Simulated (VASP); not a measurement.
# Ta (I4/mmm) in VASP: further runs

Ta is run at these levels: PBE; tasks: single point.

Everything below comes from runs of VASP 6.6.1. Logs are shortened: lines on timing, memory, paths and dates and some standing lists are left out, and cuts for length are marked.

### 1 The cell of the first run

The structure is tetragonal, space group I4/mmm (No. 139). The conventional cell has a = 3.303 Å, b = 3.303 Å, c = 3.154 Å, α = 90.00°, β = 90.00°, γ = 90.00°. Within 3.7 Å of Ta (site symmetry 4/mmm) lie 14 Ta at 2.82 to 3.30 Å.

### 2 Single point, PBE (strain -0.0450 x Voigt [1, 0, 0, 0, 0, 0])

The input, INCAR:

```
SYSTEM = Ta
ALGO = Normal
EDIFF = 1E-7
ENCUT = 520
GGA = PE
ISIF = 2
ISMEAR = 0
LASPH = .TRUE.
LCHARG = .TRUE.
LELF = .TRUE.
LREAL = .FALSE.
LVHAR = .TRUE.
LWAVE = .FALSE.
NBANDS = 12
NELM = 80
PREC = Accurate
SIGMA = 0.15
```

The input, KPOINTS:

```
k-points
0
G
  20 20 20
  0 0 0
```

The input, POSCAR:

```
Ta
1.0
   -1.5769724000      1.6512800000      1.6512800000
    1.5769724000     -1.6512800000      1.6512800000
    1.5769724000      1.6512800000     -1.6512800000
Ta
1
Direct
    0.0000000000      0.0000000000      0.0000000000
```

Potentials or basis: VASP PAW PBE potentials, release 64 (Ta_pv).

The run is started by

```sh
$ cat potpaw_PBE.64/Ta_pv/POTCAR > POTCAR
$ mpirun -np 1 vasp_std > vasp.out
```

OUTCAR:

```text
SYSTEM = Ta
   EDIFF = 1E-7
   ENCUT = 520
   GGA = PE
   ISIF = 2
   ISMEAR = 0
   LASPH = .TRUE.
   LREAL = .FALSE.
   NELM = 80
   PREC = Accurate

 ion  position               nearest neighbor table
   1  0.000  0.000  0.000-

  LATTYP: Found a body centered tetragonal cell.
 ALAT       =     3.3025600000
 C/A-ratio  =     0.9550000000

  Lattice vectors:

 A1 = (  -1.5769724000,   1.6512800000,  -1.6512800000)
 A2 = (  -1.5769724000,  -1.6512800000,   1.6512800000)
 A3 = (   1.5769724000,   1.6512800000,   1.6512800000)

Analysis of symmetry for initial positions (statically):
=====================================================================
 Subroutine PRICEL returns:
 Original cell was already a primitive cell.

 Routine SETGRP: Setting up the symmetry group for a
 body centered tetragonal supercell.

 Subroutine GETGRP returns: Found 16 space group operations
 (whereof 16 operations were pure point group operations)
 out of a pool of 16 trial point group operations.

The static configuration has the point symmetry D_4h.

Analysis of symmetry for dynamics (positions and initial velocities):
=====================================================================
 Subroutine PRICEL returns:
 Original cell was already a primitive cell.

 Routine SETGRP: Setting up the symmetry group for a
 body centered tetragonal supercell.

 Subroutine GETGRP returns: Found 16 space group operations
 (whereof 16 operations were pure point group operations)
 out of a pool of 16 trial point group operations.

The dynamic configuration has the point symmetry D_4h.

 Subroutine INISYM returns: Found 16 space group operations
 (whereof 16 operations are pure point group operations),
 and found     1 'primitive' translations

----------------------------------------------------------------------------------------

                                     Primitive cell

  volume of cell :      17.1999

  direct lattice vectors                    reciprocal lattice vectors
    -1.576972400  1.651280000  1.651280000     0.000000000  0.302795407  0.302795407
     1.576972400 -1.651280000  1.651280000     0.317063254  0.000000000  0.302795407
     1.576972400  1.651280000 -1.651280000     0.317063254  0.302795407  0.000000000

  length of vectors
     2.817852591  2.817852591  2.817852591     0.428217371  0.438422360  0.438422360

  position of ions in fractional coordinates (direct lattice)
     0.000000000  0.000000000  0.000000000

  ion indices of the primitive-cell ions
   primitive index   ion index
                 1           1

----------------------------------------------------------------------------------------

 KPOINTS: k-points

Automatic generation of k-mesh.
 Grid dimensions read from file:
 generate k-points for:   20   20   20

 Generating k-lattice:

  Cartesian coordinates                     Fractional coordinates (reciprocal lattice)
     0.000000000  0.015139770  0.015139770     0.050000000  0.000000000  0.000000000
     0.015853163  0.000000000  0.015139770    -0.000000000  0.050000000  0.000000000
     0.015853163  0.015139770  0.000000000    -0.000000000  0.000000000  0.050000000

  Length of vectors
     0.021410869  0.021921118  0.021921118

  Shift w.r.t. Gamma in fractional coordinates (k-lattice)
     0.000000000  0.000000000  0.000000000

 Subroutine IBZKPT returns following result:
 ===========================================

 Found    641 irreducible k-points:

 Following reciprocal coordinates:
            Coordinates               Weight
  0.000000  0.000000  0.000000      1.000000
  0.050000  0.000000  0.000000      4.000000
  0.100000  0.000000  0.000000      4.000000
  0.150000  0.000000  0.000000      4.000000
  0.200000  0.000000  0.000000      4.000000
  0.250000  0.000000  0.000000      4.000000
[... 16 lines left out ...]
  0.050000  0.100000  0.000000     16.000000
  0.100000  0.100000  0.000000     16.000000
 [... further k-points ...]
   k-points           NKPTS =    641   k-points in BZ     NKDIM =    641   number of bands    NBANDS=     12
   number of dos      NEDOS =    301   number of ions     NIONS =      1
   total plane-waves  NPLWV =  13824
   dimension x,y,z NGX =    24 NGY =   24 NGZ =   24
   dimension x,y,z NGXF=    48 NGYF=   48 NGZF=   48
   ions per type =               1
   NGX,Y,Z   is equivalent  to a cutoff of  14.16, 14.16, 14.16 a.u.
   NGXF,Y,Z  is equivalent  to a cutoff of  28.32, 28.32, 28.32 a.u.
 SYSTEM =  Ta
   PREC   = accura    normal or accurate (medium, high low for compatibility)
   ISTART =      0    job   : 0-new  1-cont  2-samecut
   ICHARG =      2    charge: 1-file 2-atom 10-const
   ISPIN  =      1    spin polarized calculation?
   LNONCOLLINEAR =      F non collinear calculations
   LSORBIT =      F    spin-orbit coupling
   LASPH  =      T    aspherical Exc in radial PAW
   ENCUT  =  520.0 eV  38.22 Ry    6.18 a.u.   5.24  5.24  5.24*2*pi/ulx,y,z
   NELM   =     80;   NELMIN=  2; NELMDL= -5     # of ELM steps
   EDIFF  = 0.1E-06   stopping-criterion for ELM
   LREAL  =      F    real-space projection
   EDIFFG = 0.1E-05   stopping-criterion for IOM
   NSW    =      0    number of steps for IOM
   IBRION =     -1    ionic relax: 0-MD 1-quasi-New 2-CG
   NFREE  =      0    steps in history (QN), initial steepest desc. (CG)
   ISIF   =      2    stress and relaxation
   ISYM   =      2    0-nonsym 1-usesym 2-fastsym
   POTIM  = 0.5000    time-step for ionic-motion
   TEBEG  =    0.0;   TEEND  =   0.0 temperature during run
   PSTRESS=    0.0 pullay stress
   NELECT =      11.0000    total number of electrons
   NUPDOWN=      -1.0000    fix difference up-down
   EMIN   =  10.00;   EMAX   =-10.00  energy-range for DOS
   EFERMI =   0.00;   METHOD = LEGACY
   ISMEAR =     0;   SIGMA  =   0.15  broadening in eV -4-tet -1-fermi 0-gaus
   EFERMI_NEDOS =   21; number of points for ismear=-14 and -15
   IALGO  =     38    algorithm
   IMIX   =      4    mixing-type and parameters
     AMIX     =   0.40;   BMIX     =  1.00
     AMIX_MAG =   1.60;   BMIX_MAG =  1.00
  volume/ion in A,a.u.               =      17.20       116.07
  Fermi-wavevector in a.u.,A,eV,Ry     =   1.410470  2.665402 27.067783  1.989426
  Thomas-Fermi vector in A             =   2.532421
   LORBIT       =      0    0 simple, 1 ext, 2 COOP (PROOUT), +10 PAW based schemes
   GGA     = PE    functional components
   LHFCALC =     F    Hartree Fock is set to
   AEXX    =    0.0000 exact exchange contribution
   IVDW    =     0    specifies the selected vdW correction
   LEPSILON=     F    determine dielectric tensor
   LRPA    =     F    only Hartree local field effects (RPA)
 non-spin polarized calculation
 Gauss-broadening in eV      SIGMA  =   0.15
  energy-cutoff  :      520.00
  volume of cell :       17.20
 maximum number of plane-waves:       482
 NGX is ok and might be reduce to    24
   NGX = 11   NGY = 11   NGZ = 11

 number of electron      11.0000000 magnetization

 Free energy of the ion-electron system (eV)
  ---------------------------------------------------
  ext. energy  EPLUGINS =         0.00000000
  ---------------------------------------------------
  free energy    TOTEN  =       -11.76486454 eV

  energy without entropy =      -11.75024288  energy(sigma->0) =      -11.75755371

 E-fermi :   5.8679     XC(G=0): -12.8554

 val. band max:        5.8639939449   @ k =  -0.4500  -0.4500   0.2000
 cond. band min:       5.8748013786   @ k =   0.4000  -0.2500   0.1000
 fundamental gap:      0.0108074337
 Fermi energy:         5.8678514473

 k-point     1 :       0.0000    0.0000    0.0000
  band No.  band energies     occupation
      1     -27.0224      2.00000
      2     -27.0224      2.00000
      3     -27.0091      2.00000
      4      -2.2241      2.00000
      5       6.1991      0.00179
      6       6.8342      0.00000
      7       6.8342      0.00000
      8       9.5752      0.00000
      9      10.4594      0.00000
     10      20.7240      0.00000
     11      20.8262      0.00000
     12      20.8262      0.00000

 k-point     2 :       0.0500    0.0000    0.0000
  band No.  band energies     occupation
      1     -27.0593      2.00000
      2     -27.0219      2.00000
      3     -27.0194      2.00000
      4      -2.1087      2.00000
      5       6.1901      0.00238
      6       6.7640      0.00000
      7       6.9475      0.00000
      8       9.4496      0.00000
      9      10.4441      0.00000
     10      20.7239      0.00000
     11      20.9393      0.00000
     12      21.1368      0.00000

 k-point     3 :       0.1000    0.0000    0.0000
  band No.  band energies     occupation
      1     -27.1652      2.00000
      2     -27.0489      2.00000
      3     -27.0205      2.00000
      4      -1.7733      2.00000
      5       6.1437      0.00929
      6       6.5669      0.00000
      7       7.2844      0.00000
      8       9.1619      0.00000
      9      10.4064      0.00000
     10      20.7236      0.00000
     11      21.2366      0.00000
     12      21.9575      0.00000
[... 286 lines left out ...]
 k-point    23 :       0.0500    0.1000    0.0000
  band No.  band energies     occupation
      1     -27.2571      2.00000
      2     -27.0838      2.00000
      3     -27.0292      2.00000
      4      -1.4286      2.00000
      5       5.9605      0.38248
      6       6.5086      0.00000
      7       7.4760      0.00000
      8       9.1806      0.00000
      9      10.2693      0.00000
     10      20.7234      0.00000
     11      21.7241      0.00000
     12      22.3357      0.00000

 k-point    24 :       0.1000    0.1000    0.0000
  band No.  band energies     occupation
      1     -27.4052      2.00000
      2     -27.1095      2.00000
      3     -27.0486      2.00000
      4      -0.9235      2.00000
      5       5.7766      1.61014
      6       6.1976      0.00188
      7       8.1121      0.00000
      8       8.9003      0.00000
      9      10.3898      0.00000
     10      20.7229      0.00000
     11      22.0709      0.00000
     12      22.9956      0.00000

 [... further k-points ...]

------------------------ aborting loop because EDIFF is reached ----------------------------------------

  FORCE on cell =-STRESS in cart. coord.  units (eV):
  Direction    XX          YY          ZZ          XY          YZ          ZX
  --------------------------------------------------------------------------------------
  -------------------------------------------------------------------------------------
  Total        1.9200583      1.2833361      1.2833361      0.0000000      0.0000000      0.0000000
  in kB      178.8543389    119.5433666    119.5433666      0.0000000      0.0000000      0.0000000
  external PRESSURE =     139.3136907 kB  Pullay stress =       0.0000000 kB

 VOLUME and BASIS-vectors are now :
 -----------------------------------------------------------------------------
  energy-cutoff  :      520.00
  volume of cell :       17.20
      direct lattice vectors                 reciprocal lattice vectors
    -1.576972400  1.651280000  1.651280000     0.000000000  0.302795407  0.302795407
     1.576972400 -1.651280000  1.651280000     0.317063254  0.000000000  0.302795407
     1.576972400  1.651280000 -1.651280000     0.317063254  0.302795407  0.000000000

 POSITION                                       TOTAL-FORCE (eV/Angst)
 -----------------------------------------------------------------------------------
      0.00000      0.00000      0.00000         0.000000      0.000000     -0.000000
 -----------------------------------------------------------------------------------
    total drift:                                0.000000      0.000000      0.000000

  FREE ENERGIE OF THE ION-ELECTRON SYSTEM (eV)
  ---------------------------------------------------
  free  energy   TOTEN  =       -11.7648645364 eV

  energy  without entropy=      -11.7502428808  energy(sigma->0) =      -11.75755371
```

Run time: 2.4 min. Hardware: 1 thread of Intel Xeon 8259CL, shared host; peak memory 0.25 GiB.

Results:

* Free energy: -11.7649 eV
* Pressure: 13.9 GPa
* Band gap on the k mesh: zero (an odd number of electrons rules out a gap without spin polarisation)

Stress tensor (GPa, compression positive):
```
17.89  0.00  0.00
 0.00 11.95  0.00
 0.00  0.00 11.95
```

Levels at points of the mesh, in eV from the Fermi level:
```csv
k point,band 4,band 5,band 6,band 7,band 8,band 9
"(0.00, 0.00, 0.00)",-8.09,0.33,0.97,0.97,3.71,4.59
"(0.50, 0.00, 0.00)",-4.60,-1.24,1.58,3.52,4.89,8.16
"(0.00, 0.50, 0.00)",-4.58,-1.88,1.94,4.19,5.50,8.27
"(0.50, 0.50, 0.50)",-4.16,-4.02,7.16,7.16,7.36,8.69
```

Caveat: the cell differs from its parent crystal (strain -0.0450 x Voigt [1, 0, 0, 0, 0, 0]); the stress differs along the axes, from 12 to 18 GPa; spin-orbit coupling is left out, which moves the levels of the heavy elements.

### 3 Single point, PBE (strain -0.0300 x Voigt [1, 0, 0, 0, 0, 0])

The input, INCAR:

```
SYSTEM = Ta
PREC = Accurate
ENCUT = 520
EDIFF = 1E-6
ISMEAR = 0
SIGMA = 0.15
LREAL = .False.
LASPH = .True.
NELM = 60
ALGO = Normal
ISIF = 2
LWAVE = .False.
LCHARG = .False.
GGA = PE
NBANDS = 12
```

The input, KPOINTS:

```
Automatic mesh
0
Gamma
  20 20 20
  0 0 0
```

The input, POSCAR:

```
Ta
1.0
   -1.6017416000      1.6512800000      1.6512800000
    1.6017416000     -1.6512800000      1.6512800000
    1.6017416000      1.6512800000     -1.6512800000
Ta
1
Direct
    0.0000000000      0.0000000000      0.0000000000
```

Potentials or basis: VASP PAW PBE potentials, release 64 (Ta_pv).

The run is started by

```sh
$ cat potpaw_PBE.64/Ta_pv/POTCAR > POTCAR
$ mpirun -np 1 vasp_std > vasp.out
```

Wall time 2.1 min (1 thread of Intel Xeon 8259CL, shared host); peak memory 0.25 GiB.

Results (log left out):

| Property | Result |
| --- | --- |
| Free energy | -11.7907 eV |
| Pressure | 10.1 GPa |
| Band gap on the k mesh | zero (an odd number of electrons rules out a gap without spin polarisation) |

Stress tensor (GPa, compression positive):
```
12.73  0.00  0.00
 0.00  8.78  0.00
 0.00  0.00  8.78
```

Levels at points of the mesh, in eV from the Fermi level:
| k point | band 2 | band 3 | band 4 | band 5 | band 6 | band 7 | band 8 | band 9 | band 10 | band 11 |
| --- | --- | --- | --- | --- | --- | --- | --- | --- | --- | --- |
| (0.00, 0.00, 0.00) | -32.95 | -32.94 | -8.03 | 0.48 | 0.89 | 0.89 | 3.83 | 4.40 | 14.98 | 14.98 |
| (0.50, 0.00, 0.00) | -33.33 | -32.94 | -4.52 | -1.34 | 1.59 | 3.66 | 4.91 | 8.04 | 12.10 | 12.20 |
| (0.00, 0.50, 0.00) | -33.37 | -32.96 | -4.50 | -1.76 | 1.82 | 4.13 | 5.27 | 8.12 | 12.05 | 12.31 |
| (0.50, 0.50, 0.50) | -33.87 | -33.79 | -4.03 | -3.94 | 7.05 | 7.05 | 7.19 | 8.68 | 8.68 | 9.48 |

Caveat: the cell differs from its parent crystal (strain -0.0300 x Voigt [1, 0, 0, 0, 0, 0]); the cell stands under pressure; spin-orbit coupling is left out, which moves the levels of the heavy elements.
